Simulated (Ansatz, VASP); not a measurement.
Sn2Te3Pt in VASP and in Ansatz

```
Sn Te Pt
1.0
     6.53668    0.00000    0.00000
    -3.26834    5.66093    0.00000
     0.00000    0.00000    4.80026
Sn Te Pt
2 3 1
Direct
  0.66667 0.33333 0.00000
  0.33333 0.66667 0.00000
  0.00000 0.50000 0.50000
  0.50000 0.00000 0.50000
  0.50000 0.50000 0.50000
  0.00000 0.00000 0.00000
```

Change from the starting cell: species swapped into the LaAl2Ag3 type (P6/mmm, No. 191).

Alike in both runs: task relaxation of cell and atoms; functional PBE; k mesh 6 × 6 × 8; occupations gaussian, width 0.1 eV; no spin polarisation.

|  | VASP | Ansatz |
| --- | --- | --- |
| version | VASP 6.6.1 | Ansatz 0.2.0 |
| potentials or method | VASP PAW PBE potentials, release 64 (Sn_d, Te, Pt), cutoff 600 eV | scalar-relativistic, plane waves, PAW |
| valence electrons in the cell | 56 | 94 |

|  | VASP | Ansatz | Ansatz less VASP |
| --- | --- | --- | --- |
| gap on the k mesh at the Fermi level, each at its own relaxed structure (eV) | none | none | - |
| relaxed volume (Å³/atom) | 30.66 | 30.71 | +0.046 |
| relaxed cell length with the largest relative difference (Å) | 6.336 | 6.349 | +0.0130 |

A gap of «none» marks a metal or a gap that the smearing closes. VASP's potentials hold 56 valence electrons a cell and Ansatz's 94, so a difference there can come from the potentials and not from the codes.

Spin-orbit coupling is off throughout.
